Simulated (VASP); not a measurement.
A run of VASP 6.6.1 is set up as follows.

File INCAR:

```
SYSTEM = Nb
PREC     = Accurate       ! precision mode
ENCUT    = 600            ! plane-wave cutoff, eV
EDIFF    = 1E-6           ! SCF threshold, eV
ISMEAR   = 0              ! smearing method
SIGMA    = 0.1            ! smearing width, eV
LREAL    = .False.        ! projectors in reciprocal space
LASPH    = .True.         ! aspherical terms in the spheres
NELM     = 100            ! most SCF steps
ALGO     = Fast           ! electronic algorithm
ISIF     = 3              ! what is computed and relaxed
LWAVE    = .False.        ! write WAVECAR
LCHARG   = .False.        ! write CHGCAR
GGA      = PS             ! functional
IBRION   = 2              ! ionic algorithm
NSW      = 100            ! ionic steps
EDIFFG   = -0.01          ! ionic threshold
```

The input KPOINTS:

```
regular mesh
0
Gamma
  18 18 6
  0 0 0
```

POSCAR

```
Nb
1.0
    2.8226308445      0.0000000000      0.0000000000
   -1.4113154223      2.4444700169      0.0000000000
    0.0000000000      0.0000000000     10.6442539468
Nb
4
Direct
    0.3333333333      0.6666666667      0.3792078841
    0.6666666667      0.3333333333      0.8792078841
    0.6666666667      0.3333333333      0.6207921159
    0.3333333333      0.6666666667      0.1207921159
```

Potentials or basis: VASP PAW PBE potentials, release 64 (Nb_sv).

Run with:

```sh
$ cat potpaw_PBE.64/Nb_sv/POTCAR > POTCAR
$ mpirun -np 1 vasp_std > vasp.out
```

Task: Estimate the space group after relaxing (to 0.1 Å).

Result: P6_3/mmc (No. 194).

Task: Predict the band gap on the k mesh.

Result: Zero (bands 26 and 27 overlap by 1.38 eV).

Task: Predict the relaxed cell.

Result: a = 2.837 Å, b = 2.837 Å, c = 10.524 Å, α = 90.00°, β = 90.00°, γ = 120.00°.

Task: Predict the relaxed volume.

Result: 18.33 Å³/atom.

Final structure:
```xyz
4
Lattice="2.8366 0.0000 0.0000 -1.4183 2.4566 0.0000 0.0000 0.0000 10.5239" Properties=species:S:1:pos:R:3 pbc="T T T"
Nb    0.0000    1.6377    3.9898
Nb    1.4183    0.8189    9.2517
Nb    1.4183    0.8189    6.5341
Nb    0.0000    1.6377    1.2722
```

Caveat: the PAW data sets were made with another functional, which shifts forces and pressure a little.
